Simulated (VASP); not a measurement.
# CoSi2 in VASP: notebook, part 3 of 3

VASP 6.6.1.

## (5) Single point, PBE, collinear spin, ferromagnetic start

This run uses another cell than the first one, of 12.87 Å³/atom.

Input file POSCAR:

```
CoSi2
1.0
    0.0000000000      2.6825000000      2.6825000000
    2.6825000000      0.0000000000      2.6825000000
    2.6825000000      2.6825000000      0.0000000000
Co Si
1 2
Direct
    0.0000000000      0.0000000000      0.0000000000
    0.2500000000      0.2500000000      0.2500000000
    0.7500000000      0.7500000000      0.7500000000
```

Input file INCAR.step1:

```
ALGO = Normal ; EDIFF = 1E-6
ENCUT = 520 ; GGA = PE
ISIF = 2 ; ISMEAR = -1
ISPIN = 2 ; LASPH = T
LCHARG = T ; LMAXMIX = 4
LREAL = F ; LWAVE = F
MAGMOM = 2 0 0 ; NBANDS = 20
NELM = 150 ; PREC = Accurate
SIGMA = 0.05
```

Input file KPOINTS.step1:

```
k-points
0
Gamma
  11 11 11
```

Input file INCAR.step2:

```
ALGO = Normal ; EDIFF = 1E-6
ENCUT = 520 ; GGA = PE
ICHARG = 11 ; ISIF = 2
ISMEAR = -5 ; ISPIN = 2
LASPH = T ; LCHARG = F
LMAXMIX = 4 ; LORBIT = 11
LREAL = F ; LWAVE = F
MAGMOM = 2 0 0 ; NEDOS = 1001
NELM = 150 ; PREC = Accurate
SIGMA = 0.05
```

Input file KPOINTS.step2:

```
k-points
0
Gamma
  17 17 17
```

Potentials or basis: VASP PAW PBE potentials, release 64 (Co, Si).

Command:

```
> cat potpaw_PBE.64/Co/POTCAR potpaw_PBE.64/Si/POTCAR > POTCAR
> cp INCAR.step1 INCAR
> cp KPOINTS.step1 KPOINTS
> mpirun -np 1 vasp_std > vasp.out
> cp INCAR.step2 INCAR
> cp KPOINTS.step2 KPOINTS
> mpirun -np 1 vasp_std > vasp.out
```

OUTCAR:

```text
EDIFF = 1E-6
   ENCUT = 520
   GGA = PE
   ICHARG = 11
   ISIF = 2
   ISMEAR = -5
   ISPIN = 2
   LASPH = T
   LORBIT = 11
   LREAL = F
   NELM = 150
   PREC = Accurate

 ion  position               nearest neighbor table
   1  0.000  0.000  0.000-   3 2.32   3 2.32   3 2.32   2 2.32   3 2.32   2 2.32   2 2.32   2 2.32

   2  0.250  0.250  0.250-   1 2.32   1 2.32   1 2.32   1 2.32   3 2.68   3 2.68   3 2.68   3 2.68
                             3 2.68   3 2.68
   3  0.750  0.750  0.750-   1 2.32   1 2.32   1 2.32   1 2.32   2 2.68   2 2.68   2 2.68   2 2.68
                             2 2.68   2 2.68

  LATTYP: Found a face centered cubic cell.
 ALAT       =     5.3650000000
[... 993 lines left out ...]
  energy-cutoff  :      520.00
  volume of cell :       38.61
      direct lattice vectors                 reciprocal lattice vectors
     0.000000000  2.682500000  2.682500000    -0.186393290  0.186393290  0.186393290
     2.682500000  0.000000000  2.682500000     0.186393290 -0.186393290  0.186393290
     2.682500000  2.682500000  0.000000000     0.186393290  0.186393290 -0.186393290

 POSITION                                       TOTAL-FORCE (eV/Angst)
 -----------------------------------------------------------------------------------
      0.00000      0.00000      0.00000        -0.000000      0.000000     -0.000000
      1.34125      1.34125      1.34125        -0.000000     -0.000000      0.000000
      4.02375      4.02375      4.02375         0.000000      0.000000     -0.000000
 -----------------------------------------------------------------------------------
    total drift:                               -0.000000     -0.000000      0.000000

  FREE ENERGIE OF THE ION-ELECTRON SYSTEM (eV)
  ---------------------------------------------------
  free  energy   TOTEN  =       -19.2938827107 eV

  energy  without entropy=      -19.2938827107  energy(sigma->0) =      -19.29388271

 total charge

# of ion       s       p       d       tot
------------------------------------------
    1        0.538   0.714   7.590   8.841
    2        0.717   0.870   0.000   1.587
    3        0.717   0.870   0.000   1.587
--------------------------------------------------
tot          1.971   2.454   7.590  12.015

 magnetization (x)

# of ion       s       p       d       tot
------------------------------------------
    1       -0.000  -0.000  -0.000  -0.000
    2        0.000   0.000   0.000   0.000
    3        0.000   0.000   0.000   0.000
--------------------------------------------------
tot         -0.000   0.000  -0.000  -0.000
```

Run time: 99 s. Hardware: 1 thread of Intel Xeon Platinum 8488C (Sapphire Rapids), shared host; peak memory 0.27 GiB.

Results:

- Net moment: 0.00 μB per cell
- Valence electrons inside the program's atomic spheres: Co 8.84; Si 1.59

Caveat: tetrahedron occupations give inexact forces and stress in metals.

## (6) Electric field gradients, PBE, collinear spin, ferromagnetic start (equal xx and yy strain of +3 %)

Input file INCAR:

```
SYSTEM = CoSi2
PREC     = Accurate       ! precision mode
ENCUT    = 520            ! plane-wave cutoff, eV
EDIFF    = 1E-8           ! SCF threshold, eV
ISMEAR   = -1             ! smearing method
SIGMA    = 0.05           ! smearing width, eV
LREAL    = .False.        ! projectors in reciprocal space
LASPH    = .True.         ! aspherical terms in the spheres
NELM     = 150            ! most SCF steps
ALGO     = Normal         ! electronic algorithm
ISIF     = 2              ! what is computed and relaxed
LWAVE    = .False.        ! write WAVECAR
LCHARG   = .False.        ! write CHGCAR
ISPIN    = 2              ! spin polarisation
MAGMOM   = 2 0 0          ! initial moments
LORBIT   = 11             ! projections on sites
LMAXMIX  = 4              ! l up to which the mixer works
GGA      = PE             ! functional
LEFG     = .True.       
NBANDS   = 20             ! bands
```

Input file KPOINTS:

```
regular mesh
0
Gamma
  11 11 11
  0 0 0
```

Input file POSCAR:

```
CoSi2
1.0
    0.0000000000      2.7629750000      2.6825000000
    2.7629750000      0.0000000000      2.6825000000
    2.7629750000      2.7629750000      0.0000000000
Co Si
1 2
Direct
    0.0000000000      0.0000000000      0.0000000000
    0.2500000000      0.2500000000      0.2500000000
    0.7500000000      0.7500000000      0.7500000000
```

Potentials or basis: VASP PAW PBE potentials, release 64 (Co, Si).

Command:

```
> cat potpaw_PBE.64/Co/POTCAR potpaw_PBE.64/Si/POTCAR > POTCAR
> mpirun -np 1 vasp_std > vasp.out
```

OUTCAR:

```text
SYSTEM = CoSi2
   PREC = Accurate
   ENCUT = 520
   EDIFF = 1E-8
   ISMEAR = -1
   LREAL = .False.
   LASPH = .True.
   NELM = 150
   ISIF = 2
   ISPIN = 2
   LORBIT = 11
   GGA = PE

 ion  position               nearest neighbor table
   1  0.000  0.000  0.000-   3 2.37   3 2.37   3 2.37   2 2.37   2 2.37   2 2.37   3 2.37   2 2.37

   2  0.250  0.250  0.250-   1 2.37   1 2.37   1 2.37   1 2.37   3 2.68   3 2.68   3 2.76   3 2.76
                             3 2.76   3 2.76
   3  0.750  0.750  0.750-   1 2.37   1 2.37   1 2.37   1 2.37   2 2.68   2 2.68   2 2.76   2 2.76
                             2 2.76   2 2.76

  LATTYP: Found a body centered tetragonal cell.
 ALAT       =     3.9074367175
 C/A-ratio  =     1.3730228761

[... 1362 lines left out ...]
 ion       V_xx      V_yy      V_zz     asymmetry (V_yy - V_xx)/ V_zz
----------------------------------------------------------------------
   1       0.593     0.593    -1.186       0.000
   2       0.363     0.363    -0.725       0.000
   3       0.363     0.363    -0.725       0.000
----------------------------------------------------------------------

           NMR quadrupolar parameters

 Cq : quadrupolar parameter    Cq=e*Q*V_zz/h
 eta: asymmetry parameters     (V_yy - V_xx)/ V_zz
 Q  : nuclear electric quadrupole moment in mb (millibarn)
----------------------------------------------------------------------
 ion       Cq(MHz)       eta       Q (mb)
----------------------------------------------------------------------
   1      -0.003       0.000       1.000
   2      -0.002       0.000       1.000
   3      -0.002       0.000       1.000
----------------------------------------------------------------------

 total charge

# of ion       s       p       d       tot
------------------------------------------
    1        0.507   0.645   7.532   8.685
    2        0.720   0.833   0.000   1.553
    3        0.720   0.833   0.000   1.553
--------------------------------------------------
tot          1.948   2.311   7.532  11.791

 magnetization (x)

# of ion       s       p       d       tot
------------------------------------------
    1        0.000   0.000   0.000   0.000
    2        0.000  -0.000   0.000   0.000
    3        0.000  -0.000   0.000   0.000
--------------------------------------------------
tot          0.000   0.000   0.000   0.000
```

stdout:

```text
POSCAR found type information on POSCAR CoSi
 POSCAR found :  2 types and       3 ions
 scaLAPACK will be used
 LDA part: xc-table for (Slater+PW92), standard interpolation
 POSCAR, INCAR and KPOINTS ok, starting setup
 FFT: planning ... GRIDC
 FFT: planning ... GRID_SOFT
 FFT: planning ... GRID
 WAVECAR not read
 entering main loop
ion   1

ion   2

ion   3
```

It took 6 min on 1 thread of Intel Xeon 8259CL, shared host; peak memory 0.3 GiB.

What came out:

- Free energy: -19.2136 eV
- Pressure: -9.7 GPa
- Net moment: 0.00 μB per cell
- Largest electric field gradient by atom: Co -1.2; Si -0.7 V/Å²
- Valence electrons inside the program's atomic spheres: Co 8.69; Si 1.55

Stress tensor (GPa, compression positive):
```
-10.48   0.00   0.00
  0.00 -10.48   0.00
  0.00   0.00  -8.07
```

Electric field gradients, principal values (V/Å²):
```csv
atom,least,middle,greatest (by size)
1 Co,0.593,0.593,-1.186
2 Si,0.363,0.363,-0.725
3 Si,0.363,0.363,-0.725
```

Caveat: the cell differs from its parent crystal (equal xx and yy strain of +3 %); the cell stands under tension; without QUAD_EFG the Cq values of the log hold for a quadrupole moment of 1 mb, not for the nuclei.
